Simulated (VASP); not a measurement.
# Be4Ni (P4/nmm) in VASP: single point with PBE+U

Aim: the single point of Be4Ni with PBE+U.

Everything below comes from runs of VASP 6.6.1. Logs are shortened: lines on timing, memory, paths and dates and some standing lists are left out, and cuts for length are marked.

**1. The cell of the first run**

The structure is tetragonal, space group P4/nmm (No. 129). The conventional cell has a = 3.489 Å, b = 3.489 Å, c = 7.301 Å, α = 90.00°, β = 90.00°, γ = 90.00°. Within 2.8 Å of Be (site symmetry -4m2) lie 4 Ni at 2.14 Å and 6 Be at 2.22 to 2.47 Å. Be (site symmetry 4mm) has 12 Be at 2.17 to 2.48 Å and 1 Ni at 2.28 Å within 2.9 Å. Within 2.7 Å of Be (site symmetry 2mm) lie 2 Ni at 2.00 Å and 9 Be at 2.17 to 2.47 Å. Within 2.7 Å of Ni (site symmetry 4mm) lie 9 Be at 2.00 to 2.28 Å.

**2. Single point, PBE+U, collinear spin, ferromagnetic start**

INCAR reads:

```
SYSTEM = Be4Ni
ALGO = Normal
EDIFF = 1E-6
ENCUT = 520
GGA = PE
ISIF = 2
ISMEAR = -1
ISPIN = 2
LASPH = .True.
LCHARG = .False.
LDAU = .True.
LDAUJ = 0 0
LDAUL = -1 2
LDAUPRINT = 1
LDAUTYPE = 2
LDAUU = 0 5.17
LMAXMIX = 4
LORBIT = 11
LREAL = .False.
LWAVE = .False.
MAGMOM = 0 0 0 0 0 0 0 0 2 2
NBANDS = 33
NELM = 150
PREC = Accurate
SIGMA = 0.1121
```

KPOINTS reads:

```
k-points
0
Gamma
  6 6 3
  0 0 0
```

POSCAR reads:

```
Be4Ni
1.0
    3.4888040000      0.0000000000      0.0000000000
    0.0000000000      3.4888040000      0.0000000000
    0.0000000000      0.0000000000      7.3007030000
Be Ni
8 2
Direct
    0.0000000000      0.0000000000      0.0000000000
    0.5000000000      0.5000000000      0.0000000000
    0.0000000000      0.5000000000      0.4810000000
    0.5000000000      0.0000000000      0.5190000000
    0.0000000000      0.0000000000      0.3040000000
    0.5000000000      0.5000000000      0.3040000000
    0.5000000000      0.5000000000      0.6960000000
    0.0000000000      0.0000000000      0.6960000000
    0.0000000000      0.5000000000      0.1690000000
    0.5000000000      0.0000000000      0.8310000000
```

Potentials or basis: VASP PAW PBE potentials, release 64 (Be, Ni).

Run with:

```sh
$ cat potpaw_PBE.64/Be/POTCAR potpaw_PBE.64/Ni/POTCAR > POTCAR
$ mpirun -np 1 vasp_std > vasp.out
```

OUTCAR:

```text
SYSTEM = Be4Ni
   EDIFF = 1E-6
   ENCUT = 520
   GGA = PE
   ISIF = 2
   ISMEAR = -1
   ISPIN = 2
   LASPH = .True.
   LORBIT = 11
   LREAL = .False.
   NELM = 150
   PREC = Accurate

 ion  position               nearest neighbor table
   1  0.000  0.000  0.000-   9 2.14  10 2.14   9 2.14  10 2.14   5 2.22   8 2.22
   2  0.500  0.500  0.000-   9 2.14  10 2.14  10 2.14   9 2.14   6 2.22   7 2.22
   3  0.000  0.500  0.481-   5 2.17   6 2.17   5 2.17   6 2.17   9 2.28   8 2.35   8 2.35   7 2.35
                             7 2.35
   4  0.500  0.000  0.519-   7 2.17   8 2.17   7 2.17   8 2.17  10 2.28   6 2.35   6 2.35   5 2.35
                             5 2.35
   5  0.000  0.000  0.304-   9 2.00   9 2.00   3 2.17   3 2.17   1 2.22   4 2.35   4 2.35
   6  0.500  0.500  0.304-   9 2.00   9 2.00   3 2.17   3 2.17   2 2.22   4 2.35   4 2.35
   7  0.500  0.500  0.696-  10 2.00  10 2.00   4 2.17   4 2.17   2 2.22   3 2.35   3 2.35
   8  0.000  0.000  0.696-  10 2.00  10 2.00   4 2.17   4 2.17   1 2.22   3 2.35   3 2.35
   9  0.000  0.500  0.169-   5 2.00   6 2.00   5 2.00   6 2.00   1 2.14   1 2.14   2 2.14   2 2.14
                             3 2.28
  10  0.500  0.000  0.831-   7 2.00   8 2.00   7 2.00   8 2.00   2 2.14   1 2.14   1 2.14   2 2.14
                             4 2.28

  LATTYP: Found a simple tetragonal cell.
 ALAT       =     3.4888040000
 C/A-ratio  =     2.0926091004

  Lattice vectors:

 A1 = (   3.4888040000,   0.0000000000,   0.0000000000)
 A2 = (   0.0000000000,   3.4888040000,   0.0000000000)
 A3 = (   0.0000000000,   0.0000000000,   7.3007030000)

Analysis of symmetry for initial positions (statically):
=====================================================================
 Subroutine PRICEL returns:
 Original cell was already a primitive cell.

 Routine SETGRP: Setting up the symmetry group for a
 simple tetragonal supercell.

 Subroutine GETGRP returns: Found 16 space group operations
 (whereof  8 operations were pure point group operations)
 out of a pool of 16 trial point group operations.

The static configuration has the point symmetry D_2d.
 The point group associated with its full space group is D_4h.

Analysis of symmetry for dynamics (positions and initial velocities):
=====================================================================
 Subroutine PRICEL returns:
 Original cell was already a primitive cell.

 Routine SETGRP: Setting up the symmetry group for a
 simple tetragonal supercell.

 Subroutine GETGRP returns: Found 16 space group operations
 (whereof  8 operations were pure point group operations)
 out of a pool of 16 trial point group operations.

The dynamic configuration has the point symmetry D_2d.
 The point group associated with its full space group is D_4h.

Analysis of structural, dynamic, and magnetic symmetry:
=====================================================================
 Subroutine PRICEL returns:
 Original cell was already a primitive cell.

 Routine SETGRP: Setting up the symmetry group for a
 simple tetragonal supercell.

 Subroutine GETGRP returns: Found 16 space group operations
 (whereof  8 operations were pure point group operations)
 out of a pool of 16 trial point group operations.

The overall configuration has the point symmetry D_2d.
 The point group associated with its full space group is D_4h.

 Subroutine INISYM returns: Found 16 space group operations
 (whereof  8 operations are pure point group operations),
 and found     1 'primitive' translations

----------------------------------------------------------------------------------------

                                     Primitive cell

  volume of cell :      88.8624

  direct lattice vectors                    reciprocal lattice vectors
[... 173 lines left out ...]
  o =  0.9002  v =  0.0000  0.0000  0.0000  0.0000  0.0000  1.0000  0.0000  0.0000  0.0000  0.0000      0.0000  0.0000  0.0000  0.0000  0.0000  0.0000  0.0000  0.0000  0.0000  0.0000

atom =  10  type =  2  l = 2

 onsite density matrix

spin component  1

  0.9001  0.0000 -0.0000 -0.0000 -0.0000
  0.0000  0.8862 -0.0000 -0.0000 -0.0000
 -0.0000 -0.0000  0.8836 -0.0000 -0.0000
 -0.0000 -0.0000 -0.0000  0.8862  0.0000
 -0.0000 -0.0000 -0.0000  0.0000  0.8769

spin component  2

  0.9002 -0.0000  0.0000 -0.0000 -0.0000
 -0.0000  0.8862 -0.0000  0.0000 -0.0000
  0.0000 -0.0000  0.8837 -0.0000 -0.0000
 -0.0000  0.0000 -0.0000  0.8862  0.0000
 -0.0000 -0.0000 -0.0000  0.0000  0.8769

 occupancies and eigenvectors

  o =  0.8769  v =  0.0000  0.0000  0.0000 -0.0000  1.0000  0.0000  0.0000  0.0000  0.0000  0.0000      0.0000  0.0000  0.0000  0.0000  0.0000  0.0000  0.0000  0.0000  0.0000  0.0000
  o =  0.8769  v =  0.0000  0.0000  0.0000  0.0000  0.0000  0.0000 -0.0000  0.0000 -0.0000  1.0000      0.0000  0.0000  0.0000  0.0000  0.0000  0.0000  0.0000  0.0000  0.0000  0.0000
  o =  0.8836  v =  0.0000  0.0000 -1.0000  0.0000  0.0000  0.0000  0.0000  0.0000  0.0000  0.0000      0.0000  0.0000  0.0000  0.0000  0.0000  0.0000  0.0000  0.0000  0.0000  0.0000
  o =  0.8837  v =  0.0000  0.0000  0.0000  0.0000  0.0000  0.0000 -0.0000  1.0000 -0.0000 -0.0000      0.0000  0.0000  0.0000  0.0000  0.0000  0.0000  0.0000  0.0000  0.0000  0.0000
  o =  0.8862  v =  0.0000 -0.7279 -0.0000 -0.6857 -0.0000  0.0000  0.0000  0.0000  0.0000  0.0000      0.0000  0.0000  0.0000  0.0000  0.0000  0.0000  0.0000  0.0000  0.0000  0.0000
  o =  0.8862  v =  0.0000 -0.6857 -0.0000  0.7279  0.0000  0.0000  0.0000  0.0000  0.0000  0.0000      0.0000  0.0000  0.0000  0.0000  0.0000  0.0000  0.0000  0.0000  0.0000  0.0000
  o =  0.8862  v =  0.0000  0.0000  0.0000  0.0000  0.0000  0.0000 -0.7793 -0.0000  0.6266 -0.0000      0.0000  0.0000  0.0000  0.0000  0.0000  0.0000  0.0000  0.0000  0.0000  0.0000
  o =  0.8862  v =  0.0000  0.0000  0.0000  0.0000  0.0000  0.0000 -0.6266 -0.0000 -0.7793 -0.0000      0.0000  0.0000  0.0000  0.0000  0.0000  0.0000  0.0000  0.0000  0.0000  0.0000
  o =  0.9001  v =  1.0000  0.0000  0.0000  0.0000  0.0000  0.0000  0.0000  0.0000  0.0000  0.0000      0.0000  0.0000  0.0000  0.0000  0.0000  0.0000  0.0000  0.0000  0.0000  0.0000
  o =  0.9002  v =  0.0000  0.0000  0.0000  0.0000  0.0000  1.0000  0.0000  0.0000  0.0000  0.0000      0.0000  0.0000  0.0000  0.0000  0.0000  0.0000  0.0000  0.0000  0.0000  0.0000

 number of electron      35.9999987 magnetization       0.0000543

 Free energy of the ion-electron system (eV)
  ---------------------------------------------------
  ext. energy  EPLUGINS =         0.00000000
  ---------------------------------------------------
  free energy    TOTEN  =       -33.36150317 eV

  energy without entropy =      -33.18738396  energy(sigma->0) =      -33.27444357

 E-fermi :   6.3669     XC(G=0): -10.9597

 val. band max:        6.3607025146   @ k =   0.3333   0.1667   0.3333
 cond. band min:       6.4193355547   @ k =   0.0000   0.0000   0.0000
 fundamental gap:      0.0586330402
 Fermi energy:         6.3668853460

 spin component 1

 k-point     1 :       0.0000    0.0000    0.0000
  band No.  band energies     occupation
      1      -3.4039      1.00000
      2      -1.0822      1.00000
      3      -1.0393      1.00000
      4       1.9326      1.00000
      5       1.9928      1.00000
      6       2.0226      1.00000
[... 649 lines left out ...]
     29      16.6901      0.00000
     30      16.6901      0.00000
 Fermi energy:         6.3668853460

 spin component 2

 k-point     1 :       0.0000    0.0000    0.0000
  band No.  band energies     occupation
      1      -3.4039      1.00000
      2      -1.0822      1.00000
      3      -1.0393      1.00000
      4       1.9325      1.00000
      5       1.9928      1.00000
      6       2.0226      1.00000
[... 649 lines left out ...]
     29      16.6901      0.00000
     30      16.6901      0.00000
 [bands above 30 left out]

------------------------ aborting loop because EDIFF is reached ----------------------------------------

  FORCE on cell =-STRESS in cart. coord.  units (eV):
  Direction    XX          YY          ZZ          XY          YZ          ZX
  --------------------------------------------------------------------------------------
  -------------------------------------------------------------------------------------
  Total        5.6287507      5.6287507      6.6388817      0.0000000      0.0000000      0.0000000
  in kB      101.4856807    101.4856807    119.6982190      0.0000000      0.0000000      0.0000000
  external PRESSURE =     107.5565268 kB  Pullay stress =       0.0000000 kB

 VOLUME and BASIS-vectors are now :
 -----------------------------------------------------------------------------
  energy-cutoff  :      520.00
  volume of cell :       88.86
      direct lattice vectors                 reciprocal lattice vectors
     3.488804000  0.000000000  0.000000000     0.286631178  0.000000000  0.000000000
     0.000000000  3.488804000  0.000000000     0.000000000  0.286631178  0.000000000
     0.000000000  0.000000000  7.300703000     0.000000000  0.000000000  0.136973111

 POSITION                                       TOTAL-FORCE (eV/Angst)
 -----------------------------------------------------------------------------------
      0.00000      0.00000      0.00000        -0.000000      0.000000      0.000000
      1.74440      1.74440      0.00000         0.000000     -0.000000      0.000000
      0.00000      1.74440      3.51164        -0.000000      0.000000      0.429152
      1.74440      0.00000      3.78906         0.000000      0.000000     -0.429152
      0.00000      0.00000      2.21941        -0.000000      0.000000      1.159729
      1.74440      1.74440      2.21941        -0.000000      0.000000      1.159729
      1.74440      1.74440      5.08129        -0.000000     -0.000000     -1.159729
      0.00000      0.00000      5.08129        -0.000000     -0.000000     -1.159729
      0.00000      1.74440      1.23382        -0.000000      0.000000     -1.090473
      1.74440      0.00000      6.06688         0.000000      0.000000      1.090473
 -----------------------------------------------------------------------------------
    total drift:                                0.000000     -0.000000      0.000000

  FREE ENERGIE OF THE ION-ELECTRON SYSTEM (eV)
  ---------------------------------------------------
  free  energy   TOTEN  =       -33.3615031740 eV

  energy  without entropy=      -33.1873839626  energy(sigma->0) =      -33.27444357

 total charge

# of ion       s       p       d       tot
------------------------------------------
    1        0.477   0.641   0.000   1.118
    2        0.477   0.641   0.000   1.118
    3        0.414   0.697   0.000   1.111
    4        0.414   0.697   0.000   1.111
    5        0.460   0.703   0.000   1.163
    6        0.460   0.703   0.000   1.163
    7        0.460   0.703   0.000   1.163
    8        0.460   0.703   0.000   1.163
    9        0.653   0.657   8.825  10.136
   10        0.653   0.657   8.825  10.136
--------------------------------------------------
tot          4.930   6.804  17.651  29.384

 magnetization (x)

# of ion       s       p       d       tot
------------------------------------------
    1        0.000   0.000   0.000   0.000
    2        0.000   0.000   0.000   0.000
    3       -0.000  -0.000   0.000  -0.000
    4       -0.000  -0.000   0.000  -0.000
    5        0.000   0.000   0.000   0.000
    6        0.000   0.000   0.000   0.000
    7        0.000   0.000   0.000   0.000
    8        0.000   0.000   0.000   0.000
    9       -0.000   0.000  -0.000  -0.000
   10       -0.000   0.000  -0.000  -0.000
--------------------------------------------------
tot          0.000   0.000  -0.000  -0.000
```

Wall time 2.4 min (1 thread of Intel Xeon Platinum 8259CL at 2.50GHz (Skylake/Cascade Lake), shared host); peak memory 0.27 GiB.

Results:

- Free energy: -33.3615 eV
- Pressure: 10.8 GPa
- Largest force: 1.160 eV/Å
- Band gap on the k mesh: zero (filled and empty bands overlap)
- Net moment: 0.00 μB per cell
- Valence electrons inside the program's atomic spheres: Be 1.12, 1.11, 1.16; Ni 10.14

Forces on the atoms (eV/Å):
```
Be   0.000  0.000  0.000
Be   0.000  0.000  0.000
Be   0.000  0.000  0.429
Be   0.000  0.000 -0.429
Be   0.000  0.000  1.160
Be   0.000  0.000  1.160
Be   0.000  0.000 -1.160
Be   0.000  0.000 -1.160
Ni   0.000  0.000 -1.090
Ni   0.000  0.000  1.090
```

Eigenvalues of the final occupation matrices:
```csv
site,spin,trace,eigenvalues
site 9 d,1,4.43,0.88 0.88 0.89 0.89 0.90
site 9 d,2,4.43,0.88 0.88 0.89 0.89 0.90
site 10 d,1,4.43,0.88 0.88 0.89 0.89 0.90
site 10 d,2,4.43,0.88 0.88 0.89 0.89 0.90
```

Caveat: the starting moments collapsed, and a magnetic state may lie lower; the U is typed as a test and isn't derived for this compound; forces of over 1 eV/Å act on the atoms, so gaps and moduli don't describe the material at rest.
